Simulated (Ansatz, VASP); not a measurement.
One calculation of Si, two programs

```
Si
1.0
    -2.56108    2.56108    1.22292
     2.56108   -2.56108    1.22292
     2.56108    2.56108   -1.22292
Si
2
Cartesian
  2.5611 0.0000 0.6115
  0.0000 0.0000 1.2229
```

Change from the starting cell: strain +0.080 along x and y, -0.080 along z, atoms carried along.

Alike in both runs: task single point; functional LDA; k mesh 20 × 20 × 20; occupations gaussian, width 0.15 eV; no spin polarisation.

|  | VASP | Ansatz |
| --- | --- | --- |
| version | VASP 6.6.1 | Ansatz 0.2.0 |
| potentials or method | VASP PAW LDA potentials, release 64 (Si), cutoff 520 eV | scalar-relativistic, plane waves, PAW |
| valence electrons in the cell | 8 | 8 |

Ansatz gave:

| Quantity | Value |
| --- | --- |
| gap on the k mesh at the Fermi level (eV) | none |
| pressure (GPa) | -5.9 |
| traceless stress, the component that is largest in VASP (GPa) | 10.56 |

Problem. Which values does VASP return?

Solution. gap on the k mesh at the Fermi level (eV): none; pressure (GPa): -5.9; traceless stress, the component that is largest in VASP (GPa): 10.60.

LDA's correlation is that of Perdew and Zunger in VASP and of Perdew and Wang (1992) in Ansatz. A gap of «none» marks a metal or a gap that the smearing closes.
